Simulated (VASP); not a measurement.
# SiC (F-43m) in VASP: further runs, part 2 of 2

VASP 6.6.1.

## 6. Single point, PBE (functional PBE, strained)

File INCAR:

```
SYSTEM = SiC
ALGO     = Normal         ! electronic algorithm
EDIFF    = 1E-6           ! SCF threshold, eV
ENCUT    = 520            ! plane-wave cutoff, eV
GGA      = PE             ! functional
ISIF     = 2              ! what is computed and relaxed
ISMEAR   = 0              ! smearing method
LASPH    = .TRUE.         ! aspherical terms in the spheres
LCHARG   = .FALSE.        ! write CHGCAR
LREAL    = .FALSE.        ! projectors in reciprocal space
LWAVE    = .FALSE.        ! write WAVECAR
NBANDS   = 11             ! bands
NELM     = 60             ! most SCF steps
PREC     = Accurate       ! precision mode
SIGMA    = 0.02           ! smearing width, eV
```

File KPOINTS:

```
k-points
0
G
  12 12 12
  0 0 0
```

File POSCAR:

```
SiC
1.0
    0.0000000000      2.1647822400      2.1647822400
    2.1647822400      0.0000000000      2.1647822400
    2.1647822400      2.1647822400      0.0000000000
Si C
1 1
Direct
    0.0000000000      0.0000000000      0.0000000000
    0.7500000000      0.7500000000      0.7500000000
```

Potentials or basis: VASP PAW PBE potentials, release 64 (Si, C).

Command:

```bash
> cat potpaw_PBE.64/Si/POTCAR potpaw_PBE.64/C/POTCAR > POTCAR
> mpirun -np 1 vasp_std > vasp.out
```

OUTCAR:

```text
SYSTEM = SiC
   EDIFF = 1E-6
   ENCUT = 520
   GGA = PE
   ISIF = 2
   ISMEAR = 0
   LASPH = .TRUE.
   LREAL = .FALSE.
   NELM = 60
   PREC = Accurate

 ion  position               nearest neighbor table
   1  0.000  0.000  0.000-   2 1.87   2 1.87   2 1.87   2 1.87
   2  0.750  0.750  0.750-   1 1.87   1 1.87   1 1.87   1 1.87

  LATTYP: Found a face centered cubic cell.
 ALAT       =     4.3295644800

  Lattice vectors:

 A1 = (   0.0000000000,   2.1647822400,   2.1647822400)
 A2 = (   2.1647822400,   0.0000000000,   2.1647822400)
 A3 = (   2.1647822400,   2.1647822400,   0.0000000000)

Analysis of symmetry for initial positions (statically):
=====================================================================
 Subroutine PRICEL returns:
 Original cell was already a primitive cell.

 Routine SETGRP: Setting up the symmetry group for a
 face centered cubic supercell.

 Subroutine GETGRP returns: Found 24 space group operations
 (whereof 24 operations were pure point group operations)
 out of a pool of 48 trial point group operations.

The static configuration has the point symmetry T_d .

Analysis of symmetry for dynamics (positions and initial velocities):
=====================================================================
 Subroutine PRICEL returns:
 Original cell was already a primitive cell.

 Routine SETGRP: Setting up the symmetry group for a
 face centered cubic supercell.

 Subroutine GETGRP returns: Found 24 space group operations
 (whereof 24 operations were pure point group operations)
 out of a pool of 48 trial point group operations.

The dynamic configuration has the point symmetry T_d .

 Subroutine INISYM returns: Found 24 space group operations
 (whereof 24 operations are pure point group operations),
 and found     1 'primitive' translations

----------------------------------------------------------------------------------------

                                     Primitive cell

  volume of cell :      20.2896

  direct lattice vectors                    reciprocal lattice vectors
     0.000000000  2.164782240  2.164782240    -0.230970114  0.230970114  0.230970114
     2.164782240  0.000000000  2.164782240     0.230970114 -0.230970114  0.230970114
     2.164782240  2.164782240  0.000000000     0.230970114  0.230970114 -0.230970114

  length of vectors
     3.061464403  3.061464403  3.061464403     0.400051972  0.400051972  0.400051972

  position of ions in fractional coordinates (direct lattice)
     0.000000000  0.000000000  0.000000000
     0.750000000  0.750000000  0.750000000

  ion indices of the primitive-cell ions
   primitive index   ion index
                 1           1
                 2           2

----------------------------------------------------------------------------------------

 KPOINTS: k-points

Automatic generation of k-mesh.
 Grid dimensions read from file:
 generate k-points for:   12   12   12

 Generating k-lattice:

  Cartesian coordinates                     Fractional coordinates (reciprocal lattice)
    -0.019247509  0.019247509  0.019247509     0.083333333  0.000000000  0.000000000
     0.019247509 -0.019247509  0.019247509     0.000000000  0.083333333  0.000000000
     0.019247509  0.019247509 -0.019247509     0.000000000  0.000000000  0.083333333

  Length of vectors
     0.033337664  0.033337664  0.033337664

  Shift w.r.t. Gamma in fractional coordinates (k-lattice)
     0.000000000  0.000000000  0.000000000

 Subroutine IBZKPT returns following result:
 ===========================================

 Found     72 irreducible k-points:

 Following reciprocal coordinates:
            Coordinates               Weight
  0.000000  0.000000  0.000000      1.000000
  0.083333  0.000000  0.000000      8.000000
  0.166667  0.000000  0.000000      8.000000
  0.250000  0.000000  0.000000      8.000000
  0.333333  0.000000  0.000000      8.000000
  0.416667  0.000000  0.000000      8.000000
[... 16 lines left out ...]
  0.500000  0.166667  0.000000     24.000000
 -0.416667  0.166667  0.000000     24.000000
 [... further k-points ...]
   k-points           NKPTS =     72   k-points in BZ     NKDIM =     72   number of bands    NBANDS=     11
   number of dos      NEDOS =    301   number of ions     NIONS =      2
   total plane-waves  NPLWV =  13824
   dimension x,y,z NGX =    24 NGY =   24 NGZ =   24
   dimension x,y,z NGXF=    48 NGYF=   48 NGZF=   48
   ions per type =               1   1
   NGX,Y,Z   is equivalent  to a cutoff of  13.03, 13.03, 13.03 a.u.
   NGXF,Y,Z  is equivalent  to a cutoff of  26.07, 26.07, 26.07 a.u.
 SYSTEM =  SiC
   PREC   = accura    normal or accurate (medium, high low for compatibility)
   ISTART =      0    job   : 0-new  1-cont  2-samecut
   ICHARG =      2    charge: 1-file 2-atom 10-const
   ISPIN  =      1    spin polarized calculation?
   LNONCOLLINEAR =      F non collinear calculations
   LSORBIT =      F    spin-orbit coupling
   LASPH  =      T    aspherical Exc in radial PAW
   ENCUT  =  520.0 eV  38.22 Ry    6.18 a.u.   5.69  5.69  5.69*2*pi/ulx,y,z
   NELM   =     60;   NELMIN=  2; NELMDL= -5     # of ELM steps
   EDIFF  = 0.1E-05   stopping-criterion for ELM
   LREAL  =      F    real-space projection
   EDIFFG = 0.1E-04   stopping-criterion for IOM
   NSW    =      0    number of steps for IOM
   IBRION =     -1    ionic relax: 0-MD 1-quasi-New 2-CG
   NFREE  =      0    steps in history (QN), initial steepest desc. (CG)
   ISIF   =      2    stress and relaxation
   ISYM   =      2    0-nonsym 1-usesym 2-fastsym
   POTIM  = 0.5000    time-step for ionic-motion
   TEBEG  =    0.0;   TEEND  =   0.0 temperature during run
   PSTRESS=    0.0 pullay stress
   NELECT =       8.0000    total number of electrons
   NUPDOWN=      -1.0000    fix difference up-down
   EMIN   =  10.00;   EMAX   =-10.00  energy-range for DOS
   EFERMI =   0.00;   METHOD = LEGACY
   ISMEAR =     0;   SIGMA  =   0.02  broadening in eV -4-tet -1-fermi 0-gaus
   EFERMI_NEDOS =   21; number of points for ismear=-14 and -15
   IALGO  =     38    algorithm
   IMIX   =      4    mixing-type and parameters
     AMIX     =   0.40;   BMIX     =  1.00
     AMIX_MAG =   1.60;   BMIX_MAG =  1.00
  volume/ion in A,a.u.               =      10.14        68.46
  Fermi-wavevector in a.u.,A,eV,Ry     =   1.200459  2.268538 19.607376  1.441101
  Thomas-Fermi vector in A             =   2.336294
   LORBIT       =      0    0 simple, 1 ext, 2 COOP (PROOUT), +10 PAW based schemes
   GGA     = PE    functional components
   LHFCALC =     F    Hartree Fock is set to
   AEXX    =    0.0000 exact exchange contribution
   IVDW    =     0    specifies the selected vdW correction
   LEPSILON=     F    determine dielectric tensor
   LRPA    =     F    only Hartree local field effects (RPA)
 non-spin polarized calculation
 Gauss-broadening in eV      SIGMA  =   0.02
  energy-cutoff  :      520.00
  volume of cell :       20.29
 maximum number of plane-waves:       568
   NGX = 11   NGY = 11   NGZ = 11

 number of electron       8.0000000 magnetization

 Free energy of the ion-electron system (eV)
  ---------------------------------------------------
  ext. energy  EPLUGINS =         0.00000000
  ---------------------------------------------------
  free energy    TOTEN  =       -15.04399541 eV

  energy without entropy =      -15.04399541  energy(sigma->0) =      -15.04399541

 E-fermi :   8.5136     XC(G=0): -11.4423

 val. band max:        8.3286727692   @ k =   0.0000   0.0000   0.0000
 cond. band min:       9.6671185546   @ k =   0.5000   0.5000   0.0000
 fundamental gap:      1.3384457855
 Fermi energy:         8.5136460486

 k-point     1 :       0.0000    0.0000    0.0000
  band No.  band energies     occupation
      1      -7.2296      2.00000
      2       8.3287      2.00000
      3       8.3287      2.00000
      4       8.3287      2.00000
      5      14.7933      0.00000
      6      15.7741      0.00000
      7      15.7741      0.00000
      8      15.7741      0.00000
      9      22.9509      0.00000
     10      22.9509      0.00000
     11      25.1164      0.00000
[... 309 lines left out ...]
 k-point    24 :      -0.4167    0.1667    0.0000
  band No.  band energies     occupation
      1      -3.2636      2.00000
      2       0.2261      2.00000
      3       5.2187      2.00000
      4       6.8060      2.00000
      5      13.5381      0.00000
      6      16.2171      0.00000
      7      16.9746      0.00000
      8      19.6941      0.00000
      9      23.2116      0.00000
     10      23.9004      0.00000
     11      26.7222      0.00000

 [... further k-points ...]

------------------------ aborting loop because EDIFF is reached ----------------------------------------

  FORCE on cell =-STRESS in cart. coord.  units (eV):
  Direction    XX          YY          ZZ          XY          YZ          ZX
  --------------------------------------------------------------------------------------
  -------------------------------------------------------------------------------------
  Total        0.9875558      0.9875558      0.9875558      0.0000000     -0.0000000      0.0000000
  in kB       77.9829348     77.9829348     77.9829348      0.0000000     -0.0000000      0.0000000
  external PRESSURE =      77.9829348 kB  Pullay stress =       0.0000000 kB

 VOLUME and BASIS-vectors are now :
 -----------------------------------------------------------------------------
  energy-cutoff  :      520.00
  volume of cell :       20.29
      direct lattice vectors                 reciprocal lattice vectors
     0.000000000  2.164782240  2.164782240    -0.230970114  0.230970114  0.230970114
     2.164782240  0.000000000  2.164782240     0.230970114 -0.230970114  0.230970114
     2.164782240  2.164782240  0.000000000     0.230970114  0.230970114 -0.230970114

 POSITION                                       TOTAL-FORCE (eV/Angst)
 -----------------------------------------------------------------------------------
      0.00000      0.00000      0.00000        -0.000000      0.000000      0.000000
      3.24717      3.24717      3.24717         0.000000     -0.000000     -0.000000
 -----------------------------------------------------------------------------------
    total drift:                               -0.000000     -0.000000     -0.000000

  FREE ENERGIE OF THE ION-ELECTRON SYSTEM (eV)
  ---------------------------------------------------
  free  energy   TOTEN  =       -15.0439954095 eV

  energy  without entropy=      -15.0439954095  energy(sigma->0) =      -15.04399541
```

Run time: 8.8 s. Hardware: 1 thread of Intel Xeon 6975P-C, shared host; peak memory 0.14 GiB.

Results:

* Free energy: -15.0440 eV
* Pressure: 7.8 GPa
* Band gap on the k mesh: 1.34 eV, indirect (least direct gap 4.56 eV)

Caveat: the cell differs from its parent crystal (functional PBE, strained). A k mesh can miss the band edges.

## 7. The runs side by side

| task | level | cell | cutoff (eV) | smearing | gap on the mesh (eV) | pressure (GPa) |
| --- | --- | --- | --- | --- | --- | --- |
| single point | PBEsol | a = 3.081 Å, angles 60.0°, 2 atoms | 520 | gaussian 0.02 eV | 1.23 | 0.4 |
| relaxation of cell and atoms | PBEsol | relaxed to 22 GPa from a = 3.034 Å, angles 60.0°, 2 atoms | 600 | gaussian 0.01 eV | 1.15 | 22.0 |
| relaxation of cell and atoms | PBEsol | relaxed from a = 3.081 Å, angles 60.0°, 2 atoms | 600 | gaussian 0.01 eV | 1.23 | 0.0 |
| single point | PBE | a = 3.061 Å, angles 60.0°, 2 atoms | 520 | gaussian 0.02 eV | 1.34 | 7.8 |

Alike in all rows: potentials or basis VASP PAW PBE potentials, release 64 (Si, C); no spin polarisation; k mesh 12 × 12 × 12.

Caveats: the PAW data sets were made with another functional, which shifts forces and pressure a little (some runs); the cell is relaxed towards a set pressure, so the enthalpy falls and the energy may rise (some runs).

Absolute energies hang on the potentials; compare differences alone.

## 8. Against experiment

Step 5. Against the measured gap of SiC, 2.4 eV (indirect; quoted in “Insight into the structural, elastic and electronic properties of a new orthorhombic 6O-SiC polytype”, 2020, pmc:7200658), the calculated 1.23 eV is off by -1.17 eV. The value is that of PBEsol on a finite k mesh, which can miss the band edges, without temperature or zero-point motion. Semilocal functionals fall short of measured gaps as a rule.
